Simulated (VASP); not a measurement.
Set up this calculation in VASP 6.6.1, as the native input.

- Task: single point
- Functional: PBE
- Potentials or basis: VASP PAW PBE potentials, release 64 (C, O)
- Cutoff: 520 eV
- k mesh: 2 × 2 × 1
- Occupations: gaussian, width 0.05 eV
- Spin: no spin polarisation
- Dipole correction: no
- Further INCAR settings: LREAL = Auto; ALGO = Normal; EDIFF = 1e-06; NBANDS = 57

The structure of C19O lies in POSCAR:

```
C19O
1.0
    7.3980000000      0.0000000000      0.0000000000
   -3.6990000000      6.4068560000      0.0000000000
    0.0000000000      0.0000000000     13.0000000000
C O
19 1
Direct
   -0.0008773229     -0.0024213124      0.0611593077
    0.2231746532      0.1095866678      0.0611116154
   -0.0003903427      0.3331276682      0.0611657692
    0.2226556311      0.4446505431      0.0611670000
    0.0013452437      0.6659629934      0.0611948462
    0.2209467321      0.7757872192      0.0611955385
    0.3329610392     -0.0001830851      0.0611050769
    0.5559601091      0.1113135678      0.0611190000
    0.3346689922      0.3326069760      0.0611385385
    0.5542505121      0.4424045117      0.0611300000
    0.3324462745      0.6642496725      0.0611807692
    0.5564917459      0.7762695150      0.0611740769
    0.6680005278     -0.0006953489      0.0611581538
    0.8875885019      0.1090804913      0.0611408462
    0.6657576567      0.3308846024      0.0611430769
    0.8898079110      0.4429183362      0.0611716923
    0.6662750722      0.6664641753      0.0611642308
    0.8893140589      0.7779876745      0.0611789231
    0.2449840560      0.8363155033      0.3536908462
    0.1484745755      0.6852816733      0.3978187692
```

The input as run:

INCAR

```
PREC = Accurate
ENCUT = 520
EDIFF = 1E-6
ISMEAR = 0
SIGMA = 0.05
LREAL = Auto
LASPH = T
NELM = 100
ALGO = Normal
ISIF = 2
LWAVE = F
LCHARG = F
GGA = PE
NBANDS = 57
```

KPOINTS

```
regular mesh
0
Gamma
  2 2 1
```

Potentials or basis: VASP PAW PBE potentials, release 64 (C, O).

Launch:

```sh
$ cat potpaw_PBE.64/C/POTCAR potpaw_PBE.64/O/POTCAR > POTCAR
$ mpirun -np 1 vasp_std > vasp.out
```

Results of the run:

The largest force is 0.902 eV/Å. The band gap on the k mesh is 0.22 eV.

Caveat: the k points lie up to 0.49 Å⁻¹ apart.

It took 3.1 min on 1 thread of AMD EPYC 9R45 96-Core Processor (Zen 5), on a shared host, peak memory 0.59 GiB.
